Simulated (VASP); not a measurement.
**H10SO4: single point with PBE+D3(BJ)**

The system is H10SO4.

```
O H S
1.0
     6.16224    0.00000    0.00000
     0.00000    6.16224    0.00000
     0.00000    0.00000    6.16224
O H S
4 10 1
Direct
  0.68736 0.61023 0.96175
  0.87038 0.19103 0.01022
  0.99891 0.79322 0.24290
  0.88383 0.55582 0.59092
  0.79864 0.70341 0.04667
  0.73332 0.45693 0.00545
  0.94248 0.18905 0.86672
  0.96338 0.10118 0.10689
  0.93640 0.71427 0.36641
  0.15418 0.75841 0.23263
  0.79810 0.60118 0.71752
  0.78822 0.45501 0.51501
  0.59761 0.03835 0.31307
  0.41031 0.04216 0.56783
  0.46946 0.18875 0.41311
```

- Program: VASP 6.6.1
- Task: single point
- Functional: PBE
- Dispersion: D3(BJ)
- Potentials or basis: VASP PAW PBE potentials, release 64 (O, H, S)
- Cutoff: 520 eV
- k mesh: 1 × 1 × 1
- Occupations: fermi-dirac, width 0.05 eV
- Spin: no spin polarisation

The pressure is -1.1 GPa, the largest force is 1.862 eV/Å and the band gap on the k mesh is 4.11 eV. The dispersion energy per atom is -0.029 eV.

Forces in eV/Å, atoms in the order of the input:
```
O    1.224 -0.205  1.388
O    0.764 -0.297 -0.292
O    0.521  0.679 -1.002
O    0.447 -0.231 -1.278
H   -0.999 -0.995 -0.783
H   -0.345  1.239 -0.371
H   -0.339  0.072  0.736
H   -0.515  0.221 -0.383
H    0.275 -0.365  0.944
H   -0.641 -0.063  0.178
H   -0.386  0.169  0.861
H   -0.098 -0.249  0.081
H   -0.220  0.317  0.124
H    0.146  0.303 -0.176
S    0.165 -0.595 -0.025
```

Stress tensor (GPa, compression positive):
```
-1.40  0.13 -0.80
 0.13 -1.81  0.20
-0.80  0.20 -0.14
```

Levels at points of the mesh, in eV from the valence-band top:
| k point | band 16 | band 17 | band 18 | band 19 | band 20 | band 21 | band 22 | band 23 | band 24 | band 25 |
| --- | --- | --- | --- | --- | --- | --- | --- | --- | --- | --- |
| (0.00, 0.00, 0.00) | -1.04 | -0.97 | -0.76 | -0.33 | 0.00 | 4.11 | 5.79 | 6.66 | 7.38 | 7.76 |

Wall time 13 s on 1 thread of Intel(R) Xeon(R) Platinum 8488C (Sapphire Rapids), with other jobs on the host, peak memory 0.29 GiB.

Caveat: the k points lie up to 1.02 Å⁻¹ apart.
